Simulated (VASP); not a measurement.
**Rb: single point with PBEsol**

Rb:

```
CELL_PARAMETERS angstrom
-2.88508 2.88508 2.65428
2.88508 -2.88508 2.65428
2.88508 2.88508 -2.65428
ATOMIC_POSITIONS crystal
Rb 0.00000 0.00000 0.00000
```

This cell differs from its parent crystal: ratio of the length along z to the lengths across it x 0.92, volume and fractional coordinates fixed.

```
Program                : VASP 6.6.1
Task                   : single point
Functional             : PBEsol
Potentials or basis    : VASP PAW PBE potentials, release 64 (Rb_sv)
Cutoff                 : 520 eV
k mesh                 : 14 × 14 × 14
Occupations            : gaussian, width 0.15 eV
Spin                   : no spin polarisation
Dipole correction      : no
Further INCAR settings : ALGO = Fast; EDIFF = 1e-07; NBANDS = 10
```

```
Pressure               : -0.1 GPa
Band gap on the k mesh : zero (an odd number of electrons rules out a gap without spin polarisation)
```

Levels at points of the mesh, in eV from the Fermi level:
```tsv
k point	band 1	band 2	band 3	band 4	band 5	band 6	band 7	band 8	band 9	band 10
(0.00, 0.00, 0.00)	-28.84	-12.88	-12.88	-12.88	-2.01	3.43	3.88	3.88	4.36	4.98
(0.50, 0.00, 0.00)	-28.84	-12.99	-12.92	-12.89	0.29	0.88	2.45	4.37	5.13	5.52
(0.50, 0.50, 0.00)	-28.84	-12.99	-12.91	-12.88	0.13	0.68	2.92	4.11	5.09	5.53
(0.50, 0.50, 0.50)	-28.83	-12.97	-12.97	-12.95	1.14	1.34	3.05	3.05	3.90	4.98
```

Wall time 70 s on 1 thread of Intel(R) Xeon(R) 6975P-C (Granite Rapids) (shared host), peak memory 0.35 GiB.

Caveat: the PAW data sets were made with another functional, which shifts forces and pressure a little.
